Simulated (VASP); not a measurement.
# BaTiO3 (Pm-3m) in VASP: a series of runs, part 2 of 2

VASP 6.6.1.

### 5 Single point, r2SCAN, non-collinear spin, zero start, spin-orbit coupling (strain +1.0%)

Input file POSCAR:

```
BaTiO3
1.0
    4.0340374856      0.0000000000      0.0000000000
    0.0000000000      4.0340374856      0.0000000000
    0.0000000000      0.0000000000      4.0340374856
Ba Ti O
1 1 3
Direct
    0.0000000000      0.0000000000      0.0000000000
    0.5000000000      0.5000000000      0.5000000000
    0.5000000000      0.5000000000      0.0000000000
    0.5000000000      0.0000000000      0.5000000000
    0.0000000000      0.5000000000      0.5000000000
```

Input file INCAR.step1:

```
SYSTEM = BaTiO3
PREC = Accurate
ENCUT = 520
ISMEAR = 0
SIGMA = 0.01
LREAL = .FALSE.
LASPH = .TRUE.
NELM = 150
MAGMOM = 0 0 0 0 0 0 0 0 0 0 0 0 0 0 0
LSORBIT = .TRUE.
GGA_COMPAT = .FALSE.
LMAXMIX = 4
NBANDS = 55
GGA = PE
ALGO = Normal
EDIFF = 1E-4
LWAVE = .TRUE.
LCHARG = .FALSE.
```

Input file INCAR.step2:

```
SYSTEM = BaTiO3
PREC = Accurate
ENCUT = 520
EDIFF = 1E-7
ISMEAR = 0
SIGMA = 0.01
LREAL = .FALSE.
LASPH = .TRUE.
NELM = 150
ALGO = Normal
ISIF = 2
LWAVE = .FALSE.
LCHARG = .FALSE.
MAGMOM = 0 0 0 0 0 0 0 0 0 0 0 0 0 0 0
LORBIT = 11
LSORBIT = .TRUE.
GGA_COMPAT = .FALSE.
LORBMOM = .TRUE.
LMAXMIX = 4
METAGGA = R2SCAN
LMIXTAU = .TRUE.
NBANDS = 55
ISTART = 1
```

Input file KPOINTS:

```
regular mesh
0
G
  6 6 6
  0 0 0
```

Potentials or basis: VASP PAW PBE potentials, release 64 (Ba_sv, Ti_sv, O).

Run with:

```sh
cat potpaw_PBE.64/Ba_sv/POTCAR potpaw_PBE.64/Ti_sv/POTCAR potpaw_PBE.64/O/POTCAR > POTCAR
cp INCAR.step1 INCAR
mpirun -np 1 vasp_ncl > vasp.out
cp INCAR.step2 INCAR
mpirun -np 1 vasp_ncl > vasp.out
```

OUTCAR:

```text
SYSTEM = BaTiO3
   PREC = Accurate
   ENCUT = 520
   EDIFF = 1E-7
   ISMEAR = 0
   LREAL = .FALSE.
   LASPH = .TRUE.
   NELM = 150
   ISIF = 2
   LORBIT = 11
   LSORBIT = .TRUE.
   METAGGA = R2SCAN
   ISTART = 1

 ion  position               nearest neighbor table
   1  0.000  0.000  0.000-   3 2.85   4 2.85   5 2.85   4 2.85   5 2.85   3 2.85   5 2.85   5 2.85
                             3 2.85   4 2.85   4 2.85   3 2.85   2 3.49   2 3.49   2 3.49   2 3.49
   2  0.500  0.500  0.500-   3 2.02   4 2.02   5 2.02   3 2.02   4 2.02   5 2.02   1 3.49   1 3.49
                             1 3.49   1 3.49   1 3.49   1 3.49   1 3.49   1 3.49
   3  0.500  0.500  0.000-   2 2.02   2 2.02   1 2.85   1 2.85   1 2.85   1 2.85
   4  0.500  0.000  0.500-   2 2.02   2 2.02   1 2.85   1 2.85   1 2.85   1 2.85
   5  0.000  0.500  0.500-   2 2.02   2 2.02   1 2.85   1 2.85   1 2.85   1 2.85

  LATTYP: Found a simple cubic cell.
 ALAT       =     4.0340374856

  Lattice vectors:

 A1 = (   4.0340374856,   0.0000000000,   0.0000000000)
 A2 = (   0.0000000000,   4.0340374856,   0.0000000000)
 A3 = (   0.0000000000,   0.0000000000,   4.0340374856)

Analysis of symmetry for initial positions (statically):
=====================================================================
 Subroutine PRICEL returns:
 Original cell was already a primitive cell.

 Routine SETGRP: Setting up the symmetry group for a
 simple cubic supercell.

 Subroutine GETGRP returns: Found 48 space group operations
 (whereof 48 operations were pure point group operations)
 out of a pool of 48 trial point group operations.

The static configuration has the point symmetry O_h .

Analysis of symmetry for dynamics (positions and initial velocities):
=====================================================================
 Subroutine PRICEL returns:
 Original cell was already a primitive cell.

 Routine SETGRP: Setting up the symmetry group for a
 simple cubic supercell.

 Subroutine GETGRP returns: Found 48 space group operations
[... 1329 lines left out ...]
  4         0.000   0.000   0.000
  5         0.000   0.000   0.000
 ----------------------------------------
            0.000  -0.000  -0.000

 orbital moment (z)

 # of ion     p       d       tot
 ----------------------------------------
  1         0.000   0.000   0.000
  2         0.000  -0.000  -0.000
  3         0.000   0.000   0.000
  4         0.000   0.000   0.000
  5         0.000   0.000   0.000
 ----------------------------------------
            0.000  -0.000   0.000

 Spin-Orbit-Coupling matrix elements

 Ion:    1  E_soc:     -0.3617772
 l=   1
     0.0000000    -0.0601626    -0.0601626
    -0.0601626     0.0000000    -0.0601626
    -0.0601626    -0.0601626     0.0000000
 l=   2
     0.0000000    -0.0000304     0.0000000    -0.0000304    -0.0001032
    -0.0000304     0.0000000    -0.0000774    -0.0000304    -0.0000258
     0.0000000    -0.0000774     0.0000000    -0.0000774     0.0000000
    -0.0000304    -0.0000304    -0.0000774     0.0000000    -0.0000258
    -0.0001032    -0.0000258     0.0000000    -0.0000258     0.0000000
 l=   3
     0.0000000     0.0000000     0.0000000     0.0000000     0.0000000     0.0000000     0.0000000
     0.0000000     0.0000000     0.0000000     0.0000000     0.0000000     0.0000000     0.0000000
     0.0000000     0.0000000     0.0000000     0.0000000     0.0000000     0.0000000     0.0000000
     0.0000000     0.0000000     0.0000000     0.0000000     0.0000000     0.0000000     0.0000000
[... 69 lines left out ...]
 l=   2
     0.0000000     0.0000000     0.0000000     0.0000000     0.0000000
     0.0000000     0.0000000     0.0000000     0.0000000     0.0000000
     0.0000000     0.0000000     0.0000000     0.0000000     0.0000000
     0.0000000     0.0000000     0.0000000     0.0000000     0.0000000
     0.0000000     0.0000000     0.0000000     0.0000000     0.0000000
 l=   3
     0.0000000     0.0000000     0.0000000     0.0000000     0.0000000     0.0000000     0.0000000
     0.0000000     0.0000000     0.0000000     0.0000000     0.0000000     0.0000000     0.0000000
     0.0000000     0.0000000     0.0000000     0.0000000     0.0000000     0.0000000     0.0000000
     0.0000000     0.0000000     0.0000000     0.0000000     0.0000000     0.0000000     0.0000000
     0.0000000     0.0000000     0.0000000     0.0000000     0.0000000     0.0000000     0.0000000
     0.0000000     0.0000000     0.0000000     0.0000000     0.0000000     0.0000000     0.0000000
     0.0000000     0.0000000     0.0000000     0.0000000     0.0000000     0.0000000     0.0000000

 total charge

# of ion       s       p       d       tot
------------------------------------------
    1        2.017   5.664   0.291   7.971
    2        2.199   6.254   1.604  10.057
    3        1.566   3.487   0.000   5.053
    4        1.566   3.487   0.000   5.053
    5        1.566   3.487   0.000   5.053
--------------------------------------------------
tot          8.915  22.379   1.895  33.189

 magnetization (x)

# of ion       s       p       d       tot
------------------------------------------
    1       -0.000  -0.000   0.000  -0.000
    2       -0.000   0.000   0.000  -0.000
    3       -0.000   0.000   0.000   0.000
    4        0.000  -0.000   0.000  -0.000
    5       -0.000   0.000   0.000  -0.000
--------------------------------------------------
tot         -0.000   0.000   0.000   0.000

 magnetization (y)

# of ion       s       p       d       tot
------------------------------------------
    1        0.000  -0.000   0.000   0.000
    2        0.000   0.000  -0.000   0.000
    3        0.000   0.000   0.000   0.000
    4        0.000   0.000   0.000   0.000
    5       -0.000  -0.000   0.000  -0.000
--------------------------------------------------
tot         -0.000  -0.000  -0.000  -0.000

 magnetization (z)

# of ion       s       p       d       tot
------------------------------------------
    1        0.000  -0.000   0.000   0.000
    2        0.000  -0.000  -0.000  -0.000
    3       -0.000  -0.000   0.000  -0.000
    4       -0.000  -0.000   0.000  -0.000
    5        0.000   0.000   0.000   0.000
--------------------------------------------------
tot          0.000  -0.000   0.000  -0.000
```

OUTCAR.step1:

```text
SYSTEM = BaTiO3
   PREC = Accurate
   ENCUT = 520
   ISMEAR = 0
   LREAL = .FALSE.
   LASPH = .TRUE.
   NELM = 150
   LSORBIT = .TRUE.
   GGA = PE
[... 1453 lines left out ...]
     0.0000000     0.0000000     0.0000000     0.0000000     0.0000000     0.0000000     0.0000000
     0.0000000     0.0000000     0.0000000     0.0000000     0.0000000     0.0000000     0.0000000
     0.0000000     0.0000000     0.0000000     0.0000000     0.0000000     0.0000000     0.0000000
     0.0000000     0.0000000     0.0000000     0.0000000     0.0000000     0.0000000     0.0000000
     0.0000000     0.0000000     0.0000000     0.0000000     0.0000000     0.0000000     0.0000000

=======================================================================

 ========================================================
```

Wall time 12 min (1 thread of Oxide Virtual Turin-like, shared host); peak memory 0.36 GiB.

What came out:

```
Free energy                                           : -74.4096 eV
Pressure                                              : -3.2 GPa
Net moment                                            : 0.00 μB per cell
Valence electrons inside the program's atomic spheres : Ba 7.97; Ti 10.06; O 5.05
```

Moments on the atoms (μB; x, y, z):
```
Ba  0.00 0.00 0.00
Ti  0.00 0.00 0.00
O   0.00 0.00 0.00
O   0.00 0.00 0.00
O   0.00 0.00 0.00
```

Caveat: the cell differs from its parent crystal (strain +1.0%); the cell stands under tension; the PAW data sets were made with another functional, which shifts forces and pressure a little.

### 6 The runs side by side

| level | spin | cell | k mesh | grid for exact exchange (PRECFOCK) | share of exact exchange | screening parameter | gap on the mesh (eV) | pressure (GPa) | moment (μB) |
| --- | --- | --- | --- | --- | --- | --- | --- | --- | --- |
| HSE06 | off | a = 3.954 Å, 5 atoms | 4 × 4 × 4 | Fast | 0.25 | 0.2079 1/Å | 3.22 | 5.3 | - |
| HSE06 | off | a = 4.154 Å, 5 atoms | 4 × 4 × 4 | Fast | 0.25 | 0.2079 1/Å | 2.82 | -17.0 | - |
| r2SCAN | non-collinear, zero start, SOC | a = 3.994 Å, 5 atoms | 6 × 6 × 6 | - | - | - | - | 2.0 | 0.00 |
| r2SCAN | non-collinear, zero start, SOC | a = 4.034 Å, 5 atoms | 6 × 6 × 6 | - | - | - | - | -3.2 | 0.00 |

Alike in all rows: task single point; potentials or basis VASP PAW PBE potentials, release 64 (Ba_sv, Ti_sv, O); cutoff (eV) 520; smearing gaussian 0.01 eV.

Caveats: the PAW data sets were made with another functional, which shifts forces and pressure a little; spin-orbit coupling is left out, which moves the levels of the heavy elements (at least some runs); the cell stands under tension (at least some runs); the cell stands under pressure (at least some runs).

Absolute energies hang on the potentials; compare differences alone.
